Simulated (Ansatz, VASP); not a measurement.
**Two plane-wave programs on C**

```xyz
4
Lattice="1.2295 -2.1291 0.0000 1.2295 2.1291 0.0000 0.0000 0.0000 7.3778" Properties=species:S:1:pos:R:3 pbc="T T T"
C     0.9739    1.6891    5.5322
C     1.4851   -0.2696    1.8456
C     1.4851   -1.6891    1.8456
C     0.9739    0.2696    5.5322
```

Change from the starting cell: mode 1 frozen in at -0.085 Å and mode 5 at -0.256 Å (largest displacements).

Alike in both runs: task single point; functional PBEsol; k mesh 18 × 18 × 6; occupations gaussian, width 0.15 eV; no spin polarisation.

|  | VASP | Ansatz |
| --- | --- | --- |
| version | VASP 6.6.1 | Ansatz 0.2.0 |
| potentials or method | VASP PAW PBE potentials, release 64 (C), cutoff 600 eV | scalar-relativistic, plane waves, PAW |
| valence electrons in the cell | 16 | 16 |

|  | VASP | Ansatz | Ansatz less VASP |
| --- | --- | --- | --- |
| pressure (GPa) | 0.3 | 0.0 | -0.29 |
| traceless stress, the component that is largest in VASP (GPa) | -0.38 | 0.19 | +0.571 |
| rms of the force components (eV/Å) | 0.005 | 0.005 | 0.0000 |

VASP's potentials were made for PBE, not for PBEsol, and Ansatz warns of the same on its side. Atom by atom the forces differ by 0.000 eV/Å (rms over components). The functional is the same, so the differences come from potentials, cutoffs and numerics.
